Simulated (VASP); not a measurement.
# Si22SnO48 (a cell with a defect) in VASP: single point with PBEsol

Aim: the single point of Si22SnO48 (a cell with a defect) with PBEsol.

Program: VASP 6.6.1. These are calculated values, not measurements. Logs are shortened: lines on timing, memory, paths and dates and some standing lists are left out, and cuts for length are marked.

**1. The cell of the first run**

The cell holds a defect, 71 atoms: a = 8.389 Å, b = 8.389 Å, c = 8.036 Å, α = 90.00°, β = 90.00°, γ = 90.00°.

**2. Single point, PBEsol, collinear spin**

INCAR reads:

```
ALGO = Normal
EDIFF = 1E-6
ENCUT = 520
GGA = PS
GGA_COMPAT = False
ISIF = 2
ISMEAR = -1
ISPIN = 2
ISYM = -1
LASPH = True
LCHARG = False
LORBIT = 11
LREAL = Auto
LWAVE = False
MAGMOM = 0 0 0 0 0 0 0 0 0 0 0 0 0 0 0 0 0 0 0 0 0 0 0.308 0 0 0 0 0.308 0 0 0 0 0 0.308 0 0 0.308 0 0 0 0 0 0.308 0 0 0 0 0.308 0.308 0 0 0 0 0.308 0.308 0 0 0 0 0 0 0 0.308 0.308 0 0 0 0 0.308 0.308 0
NBANDS = 240
NELM = 200
PREC = Accurate
SIGMA = 0.05
```

KPOINTS reads:

```
explicit points
1
Reciprocal
  0.25000000   0.25000000   0.25000000 1
```

POSCAR reads:

```
Si22SnO48
1.0
    8.3886930000      0.0000000000      0.0000000000
    0.0000000000      8.3886930000      0.0000000000
    0.0000000000      0.0000000000      8.0356430000
Si Sn O
22 1 48
Direct
    0.0000310000      0.0006390000      0.9992690000
    0.9999480000      0.0004310000      0.3333240000
    0.9999440000      0.0002000000      0.6674010000
    0.0007390000      0.5001390000      0.0068560000
    0.9992070000      0.5007210000      0.6598290000
    0.5000690000      0.0008670000      0.9999060000
    0.5000140000      0.0003900000      0.3333380000
    0.4999070000      0.9999620000      0.6667490000
    0.4997500000      0.4997790000      0.9932710000
    0.5002420000      0.5010790000      0.6734180000
    0.2418600000      0.2480660000      0.1653680000
    0.2419250000      0.2465700000      0.5009510000
    0.2471750000      0.2518170000      0.8333110000
    0.2464520000      0.7526040000      0.1667800000
    0.2460630000      0.7521430000      0.4990610000
    0.2479350000      0.7526990000      0.8330330000
    0.7538700000      0.2487240000      0.1675990000
    0.7535110000      0.2482290000      0.4998800000
    0.7520250000      0.2481540000      0.8336250000
    0.7580410000      0.7542260000      0.1657020000
    0.7581450000      0.7527140000      0.5012980000
    0.7528130000      0.7490000000      0.8333510000
    0.4999350000      0.5004390000      0.3333590000
    0.1530290000      0.1484410000      0.9970610000
    0.1469900000      0.1477310000      0.3334220000
    0.1530900000      0.1477990000      0.6696580000
    0.1499710000      0.6570980000      0.9976120000
    0.1632340000      0.6574350000      0.3322990000
    0.1497150000      0.6568320000      0.6684690000
    0.6560340000      0.1488220000      0.9981490000
    0.6465960000      0.1506980000      0.3334250000
    0.6558730000      0.1485240000      0.6689370000
    0.6535730000      0.6556040000      0.9990900000
    0.6653490000      0.6671440000      0.3332350000
    0.6523500000      0.6559840000      0.6687000000
    0.3476050000      0.3448650000      0.9979720000
    0.3346450000      0.3336490000      0.3334390000
    0.3463700000      0.3452770000      0.6675480000
    0.3441000000      0.8523130000      0.9977260000
    0.3533600000      0.8501570000      0.3332440000
    0.3439270000      0.8520190000      0.6685300000
    0.8502590000      0.3440030000      0.9982000000
    0.8367400000      0.3434110000      0.3343710000
    0.8500120000      0.3437360000      0.6690430000
    0.8468640000      0.8530360000      0.9970020000
    0.8529480000      0.8531200000      0.3332410000
    0.8469440000      0.8523890000      0.6695990000
    0.1031340000      0.3966940000      0.1505340000
    0.1030500000      0.3967980000      0.5158850000
    0.0978270000      0.4045320000      0.8330280000
    0.0971560000      0.9045760000      0.1655090000
    0.0969680000      0.9042590000      0.5007620000
    0.0954910000      0.9031950000      0.8333090000
    0.6029480000      0.3955220000      0.1436330000
    0.6019410000      0.3947410000      0.5234650000
    0.5974490000      0.4026460000      0.8332190000
    0.5990270000      0.9040340000      0.1648170000
    0.5990480000      0.9038190000      0.5017750000
    0.5957170000      0.9011980000      0.8335550000
    0.4009370000      0.0969980000      0.1648960000
    0.4009540000      0.0967800000      0.5018430000
    0.4042530000      0.0996610000      0.8331090000
    0.3980120000      0.6061170000      0.1432160000
    0.3970440000      0.6053760000      0.5230880000
    0.4025090000      0.5981740000      0.8334530000
    0.9030140000      0.0966230000      0.1658880000
    0.9028150000      0.0962800000      0.5011730000
    0.9044890000      0.0976490000      0.8333560000
    0.8969570000      0.6040750000      0.1507950000
    0.8968890000      0.6041600000      0.5160710000
    0.9021340000      0.5962900000      0.8336370000
```

Potentials or basis: VASP PAW PBE potentials, release 64 (Si, Sn_d, O).

Started as:

```
$ cat potpaw_PBE.64/Si/POTCAR potpaw_PBE.64/Sn_d/POTCAR potpaw_PBE.64/O/POTCAR > POTCAR
$ mpirun -np 1 vasp_std > vasp.out
```

OUTCAR:

```text
EDIFF = 1E-6
   ENCUT = 520
   GGA = PS
   ISIF = 2
   ISMEAR = -1
   ISPIN = 2
   ISYM = -1
   LASPH = True
   LORBIT = 11
   LREAL = Auto
   NELM = 200
   PREC = Accurate

 ion  position               nearest neighbor table
   1  0.000  0.001  0.999-  68 1.76  53 1.76  51 1.76  66 1.76  45 1.78  24 1.78   3 2.67   2 2.68

   2  1.000  0.000  0.333-  46 1.75  25 1.75  66 1.77  52 1.77  67 1.77  51 1.77   1 2.68   3 2.68

   3  1.000  0.000  0.667-  53 1.76  68 1.76  67 1.76  52 1.76  26 1.78  47 1.78   1 2.67   2 2.68

   4  0.001  0.500  0.007-  48 1.68  69 1.69  50 1.80  71 1.81  27 1.82  42 1.82   5 2.79
   5  0.999  0.501  0.660-  70 1.68  49 1.69  71 1.80  50 1.81  44 1.82  29 1.82   4 2.79
   6  0.500  0.001  1.000-  60 1.76  57 1.76  62 1.77  59 1.77  30 1.80  39 1.81   8 2.68   7 2.68

   7  0.500  0.000  0.333-  40 1.76  31 1.76  57 1.78  61 1.78  58 1.78  60 1.78   8 2.68   6 2.68

   8  0.500  1.000  0.667-  58 1.76  61 1.76  59 1.77  62 1.77  41 1.80  32 1.81   6 2.68   7 2.68
[... 23 lines left out ...]
  20  0.758  0.754  0.166-  34 1.72  69 1.72  45 1.75  46 1.77  33 1.80  57 1.83  22 2.67  21 2.70
                            23 3.32
  21  0.758  0.753  0.501-  70 1.71  34 1.72  47 1.76  46 1.78  35 1.80  58 1.84  22 2.67  20 2.70
                            23 3.32
  22  0.753  0.749  0.833-  35 1.75  33 1.76  47 1.76  45 1.76  71 1.79  59 1.83  21 2.67  20 2.67

  23  0.500  0.500  0.333-  64 1.96  54 1.96  63 1.96  55 1.96  37 1.97  34 1.97  10 2.73   9 2.73
                            15 3.28  17 3.28  14 3.28  18 3.29  11 3.32  21 3.32  12 3.32  20 3.32
  24  0.153  0.148  0.997-  11 1.76  13 1.76   1 1.78
  25  0.147  0.148  0.333-   2 1.75  12 1.77  11 1.78
  26  0.153  0.148  0.670-  12 1.75  13 1.76   3 1.78
  27  0.150  0.657  0.998-  16 1.75  14 1.77   4 1.82
  28  0.163  0.657  0.332-  14 1.70  15 1.71
  29  0.150  0.657  0.668-  16 1.75  15 1.77   5 1.82
  30  0.656  0.149  0.998-  19 1.76  17 1.80   6 1.80
  31  0.647  0.151  0.333-   7 1.76  17 1.81  18 1.81
  32  0.656  0.149  0.669-  19 1.76  18 1.79   8 1.81
  33  0.654  0.656  0.999-  22 1.76  20 1.80   9 1.84
  34  0.665  0.667  0.333-  21 1.72  20 1.72  23 1.97
  35  0.652  0.656  0.669-  22 1.75  21 1.80  10 1.82
  36  0.348  0.345  0.998-  13 1.75  11 1.80   9 1.82
  37  0.335  0.334  0.333-  11 1.72  12 1.72  23 1.97
  38  0.346  0.345  0.668-  13 1.76  12 1.80  10 1.84
  39  0.344  0.852  0.998-  16 1.76  14 1.79   6 1.81
  40  0.353  0.850  0.333-   7 1.76  15 1.81  14 1.81
[... 26 lines left out ...]
  67  0.903  0.096  0.501-   3 1.76   2 1.77  18 1.79
  68  0.904  0.098  0.833-   1 1.76   3 1.76  19 1.80
  69  0.897  0.604  0.151-   4 1.69  20 1.72
  70  0.897  0.604  0.516-   5 1.68  21 1.71
  71  0.902  0.596  0.834-  22 1.79   5 1.80   4 1.81

IMPORTANT INFORMATION: All symmetrisations will be switched off!
NOSYMM: (Re-)initialisation of all symmetry stuff for point group C_1.

----------------------------------------------------------------------------------------

                                     Primitive cell

  volume of cell :     565.4696

  direct lattice vectors                    reciprocal lattice vectors
     8.388693000  0.000000000  0.000000000     0.119208082  0.000000000  0.000000000
     0.000000000  8.388693000  0.000000000     0.000000000  0.119208082  0.000000000
     0.000000000  0.000000000  8.035643000     0.000000000  0.000000000  0.124445548

  length of vectors
     8.388693000  8.388693000  8.035643000     0.119208082  0.119208082  0.124445548

  position of ions in fractional coordinates (direct lattice)
     0.000031000  0.000639000  0.999269000
     0.999948000  0.000431000  0.333324000
     0.999944000  0.000200000  0.667401000
     0.000739000  0.500139000  0.006856000
     0.999207000  0.500721000  0.659829000
     0.500069000  0.000867000  0.999906000
[... 63 lines left out ...]
     0.896889000  0.604160000  0.516071000
     0.902134000  0.596290000  0.833637000

  ion indices of the primitive-cell ions
   primitive index   ion index
                 1           1
                 2           2
                 3           3
                 4           4
                 5           5
                 6           6
[... 63 lines left out ...]
                70          70
[... 38 lines left out ...]
   ISYM   =     -1    0-nonsym 1-usesym 2-fastsym
   POTIM  = 0.5000    time-step for ionic-motion
   TEBEG  =    0.0;   TEEND  =   0.0 temperature during run
   PSTRESS=    0.0 pullay stress
   NELECT =     390.0000    total number of electrons
   NUPDOWN=      -1.0000    fix difference up-down
   EMIN   =  10.00;   EMAX   =-10.00  energy-range for DOS
   EFERMI =   0.00;   METHOD = LEGACY
   ISMEAR =    -1;   SIGMA  =   0.05  broadening in eV -4-tet -1-fermi 0-gaus
   EFERMI_NEDOS =   21; number of points for ismear=-14 and -15
   IALGO  =     38    algorithm
   IMIX   =      4    mixing-type and parameters
     AMIX     =   0.40;   BMIX     =  1.00
     AMIX_MAG =   1.60;   BMIX_MAG =  1.00
  volume/ion in A,a.u.               =       7.96        53.75
  Fermi-wavevector in a.u.,A,eV,Ry     =   1.446416  2.733330 28.465020  2.092120
  Thomas-Fermi vector in A             =   2.564487
   LORBIT       =     11    0 simple, 1 ext, 2 COOP (PROOUT), +10 PAW based schemes
   GGA     = PS    functional components
   LHFCALC =     F    Hartree Fock is set to
   AEXX    =    0.0000 exact exchange contribution
   IVDW    =     0    specifies the selected vdW correction
   LEPSILON=     F    determine dielectric tensor
   LRPA    =     F    only Hartree local field effects (RPA)
 spin polarized calculation
  energy-cutoff  :      520.00
  volume of cell :      565.47
 maximum number of plane-waves:     15222
 NGX is ok and might be reduce to    64
   NGX = 31   NGY = 31   NGZ = 29

 number of electron     389.9999919 magnetization       2.0714625

 Free energy of the ion-electron system (eV)
  ---------------------------------------------------
  ext. energy  EPLUGINS =         0.00000000
  ---------------------------------------------------
  free energy    TOTEN  =      -560.80546239 eV

  energy without entropy =     -560.69130914  energy(sigma->0) =     -560.74838576

 E-fermi :   7.3405     XC(G=0): -12.4222

 val. band max:        7.2914247077   @ k =   0.2500   0.2500   0.2500
 cond. band min:       7.3911810538   @ k =   0.2500   0.2500   0.2500
 fundamental gap:      0.0997563461
 Fermi energy:         7.3405116078

 spin component 1

 k-point     1 :       0.2500    0.2500    0.2500
  band No.  band energies     occupation
      1     -14.5836      1.00000
      2     -14.2205      1.00000
      3     -14.0966      1.00000
      4     -14.0245      1.00000
      5     -13.8571      1.00000
      6     -13.6721      1.00000
[... 199 lines left out ...]
    206      15.6185      0.00000
    207      15.7023      0.00000
 Fermi energy:         7.3405116078

 spin component 2

 k-point     1 :       0.2500    0.2500    0.2500
  band No.  band energies     occupation
      1     -14.5645      1.00000
      2     -14.2114      1.00000
      3     -14.0720      1.00000
      4     -14.0191      1.00000
      5     -13.8390      1.00000
      6     -13.6563      1.00000
[... 199 lines left out ...]
    206      15.6352      0.00000
    207      15.7165      0.00000
 [bands above 207 left out]

------------------------ aborting loop because EDIFF is reached ----------------------------------------

  FORCE on cell =-STRESS in cart. coord.  units (eV):
  Direction    XX          YY          ZZ          XY          YZ          ZX
  --------------------------------------------------------------------------------------
  -------------------------------------------------------------------------------------
  Total       26.3679249     28.3528126     39.4162624      8.3727939      0.8265401      0.3925242
  in kB       74.7097528     80.3336488    111.6803555     23.7231168      2.3418834      1.1121614
  external PRESSURE =      88.9079190 kB  Pullay stress =       0.0000000 kB

 VOLUME and BASIS-vectors are now :
 -----------------------------------------------------------------------------
  energy-cutoff  :      520.00
  volume of cell :      565.47
      direct lattice vectors                 reciprocal lattice vectors
     8.388693000  0.000000000  0.000000000     0.119208082  0.000000000  0.000000000
     0.000000000  8.388693000  0.000000000     0.000000000  0.119208082  0.000000000
     0.000000000  0.000000000  8.035643000     0.000000000  0.000000000  0.124445548

 POSITION                                       TOTAL-FORCE (eV/Angst)
 -----------------------------------------------------------------------------------
      0.00026      0.00536      8.02977         0.000241     -0.006117      0.015556
      8.38826      0.00362      2.67847         0.004398     -0.002100      0.001744
      8.38822      0.00168      5.36300        -0.002026      0.006553     -0.016290
      0.00620      4.19551      0.05509        -0.032905      0.049612     -0.065290
      8.38204      4.20039      5.30215         0.036633     -0.054771      0.060074
      4.19493      0.00727      8.03489        -0.003170     -0.015192     -0.016716
[... 63 lines left out ...]
      7.52373      5.06811      4.14696        -0.013199      0.056490     -0.122866
      7.56773      5.00209      6.69881         0.017688      0.015731     -0.008287
 -----------------------------------------------------------------------------------
    total drift:                               -0.003941     -0.001089      0.005702

  FREE ENERGIE OF THE ION-ELECTRON SYSTEM (eV)
  ---------------------------------------------------
  free  energy   TOTEN  =      -560.8054623855 eV

  energy  without entropy=     -560.6913091387  energy(sigma->0) =     -560.74838576

 total charge

# of ion       s       p       d       tot
------------------------------------------
    1        0.594   0.895   0.000   1.489
    2        0.597   0.909   0.000   1.505
    3        0.594   0.895   0.000   1.489
    4        0.591   0.890   0.000   1.481
    5        0.591   0.890   0.000   1.481
    6        0.591   0.879   0.000   1.470
[... 63 lines left out ...]
   70        1.562   3.552   0.000   5.114
   71        1.548   3.632   0.000   5.180
--------------------------------------------------
tot         88.446 195.875  10.595 294.916

 magnetization (x)

# of ion       s       p       d       tot
------------------------------------------
    1       -0.000   0.000   0.000  -0.000
    2       -0.000  -0.000   0.000  -0.000
    3       -0.000   0.000   0.000  -0.000
    4       -0.003  -0.003   0.000  -0.006
    5       -0.003  -0.003   0.000  -0.006
    6        0.000   0.000   0.000   0.000
[... 63 lines left out ...]
   70        0.006   0.235   0.000   0.241
   71        0.000   0.016   0.000   0.016
--------------------------------------------------
tot          0.027   1.729  -0.000   1.756
```

Run time: 30 min. Hardware: 1 thread of Intel Xeon Platinum 8259CL at 2.50GHz (Skylake/Cascade Lake), shared host; peak memory 0.83 GiB.

What came out:

| Quantity | Value |
| --- | --- |
| Free energy | -560.8055 eV |
| Pressure | 8.9 GPa |
| Largest force | 0.143 eV/Å |
| Net moment | 2.07 μB per cell |
| Site moments | Si -0.00, -0.01, +0.00 (each value once); Sn -0.00; O +0.02, +0.01, +0.14, -0.00, -0.01, +0.07, +0.03, +0.24, +0.29, +0.00 (each value once) μB |
| Valence electrons inside the program's atomic spheres | Si 1.49, 1.50, 1.48, 1.47, 1.51 (each value once); Sn 12.86; O 5.22, 5.20, 5.12, 5.21, 5.19, 5.18, 5.25, 5.11, 5.10, 5.23 (each value once) |

Forces in eV/Å, atoms in the order of the input:
```
Si   0.000 -0.006  0.016
Si   0.004 -0.002  0.002
Si  -0.002  0.007 -0.016
Si  -0.033  0.050 -0.065
Si   0.037 -0.055  0.060
Si  -0.003 -0.015 -0.017
Si  -0.003  0.002 -0.001
Si   0.003  0.015  0.018
Si   0.021  0.039  0.024
Si  -0.025 -0.039 -0.028
Si   0.035 -0.016 -0.030
Si   0.024  0.052  0.051
Si   0.040  0.044 -0.037
Si   0.035 -0.018 -0.042
Si   0.030 -0.015  0.025
Si   0.053 -0.007  0.013
Si  -0.025  0.015 -0.023
Si  -0.033  0.021  0.043
Si  -0.049  0.003 -0.011
Si  -0.025 -0.048 -0.048
Si  -0.039  0.022  0.028
Si  -0.043 -0.039  0.035
Sn   0.002 -0.002 -0.002
O   -0.017 -0.028 -0.005
O    0.003  0.005 -0.019
O   -0.037 -0.018 -0.004
O   -0.055 -0.048  0.030
O   -0.026 -0.008  0.032
O   -0.049 -0.032 -0.029
O   -0.011 -0.012  0.005
O    0.029  0.033 -0.001
O   -0.016 -0.021 -0.010
O   -0.076 -0.021 -0.038
O    0.004 -0.003  0.024
O   -0.038 -0.023 -0.020
O    0.043  0.023  0.020
O   -0.006  0.001 -0.025
O    0.073  0.014  0.041
O    0.018  0.022  0.010
O   -0.030 -0.036  0.001
O    0.011  0.014 -0.005
O    0.046  0.037  0.027
O    0.025  0.006 -0.032
O    0.052  0.050 -0.029
O    0.040  0.022  0.004
O   -0.002 -0.002  0.018
O    0.021  0.028  0.004
O    0.016 -0.061  0.129
O    0.008 -0.075 -0.076
O   -0.018 -0.014  0.007
O    0.022 -0.026 -0.005
O    0.026 -0.027  0.015
O    0.021 -0.028 -0.001
O    0.030 -0.062 -0.024
O    0.041 -0.036  0.011
O    0.073 -0.053  0.006
O    0.017 -0.016  0.016
O    0.027 -0.032 -0.011
O    0.034 -0.011 -0.004
O   -0.027  0.032  0.013
O   -0.018  0.017 -0.017
O   -0.031  0.013  0.005
O   -0.039  0.035 -0.012
O   -0.032  0.062  0.021
O   -0.074  0.054 -0.001
O   -0.030  0.022 -0.013
O   -0.024  0.024  0.001
O   -0.025  0.029  0.001
O   -0.008  0.074  0.075
O   -0.013  0.056 -0.123
O    0.018  0.016 -0.008
```

Caveat: the PAW data sets were made with another functional, which shifts forces and pressure a little; spin-orbit coupling is left out, which moves the levels of the heavy elements.
